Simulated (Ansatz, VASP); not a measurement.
# In: VASP beside Ansatz

INCAR

```
SYSTEM = In
ALGO = Normal
EDIFF = 1E-7
ENCUT = 520
GGA = PE
ISIF = 2
ISMEAR = -1
LASPH = .True.
LCHARG = .False.
LREAL = .False.
LWAVE = .False.
NBANDS = 12
NELM = 80
PREC = Accurate
SIGMA = 0.1
```

File KPOINTS:

```
k-points
0
Gamma
  11 11 11
  0 0 0
```

Contents of POSCAR:

```
In
1.0
    3.1316191660      0.0000000000      0.0000000000
    0.0000000000      3.1316191660      0.0000000000
    0.0000000000      0.0000000000      3.1316191660
In
1
Direct
    0.0000000000      0.0000000000      0.0000000000
```

Input for Ansatz:

```yaml
crystal:
  lattice:
    - [3.131619166, 0.0, 0.0]
    - [0.0, 3.131619166, 0.0]
    - [0.0, 0.0, 3.131619166]
  atoms:
    - { symbol: In, position: [0.0, 0.0, 0.0] }
hamiltonian:
  xc: pbe
  pseudopotentials:
    kind: paw
    azcp:
      In: "pseudopotentials/In.paw.azcp"
basis:
  ecutwfc: 420
  fft_grid_basis: typed
kpoints:
  mp_grid: { grid: [11, 11, 11], shift: [0, 0, 0] }
magnetization:
  spin_polarized: false
scf:
  occupations: { method: fermi_dirac, width: 0.1 }
  lower_state_search: "off"
output:
  stress: true
```

Alike in both runs: task single point; functional PBE; k mesh 11 × 11 × 11; occupations fermi-dirac, width 0.1 eV; no spin polarisation.

|  | VASP | Ansatz |
| --- | --- | --- |
| version | VASP 6.6.1 | Ansatz 0.2.0 |
| potentials or method | VASP PAW PBE potentials, release 64 (In_d), cutoff 520 eV | plane waves (420 eV) with PAW, scalar-relativistic |
| valence electrons in the cell | 13 | 13 |

|  | VASP | Ansatz | Ansatz less VASP |
| --- | --- | --- | --- |
| pressure (GPa) | -1.0 | -1.0 | +0.02 |
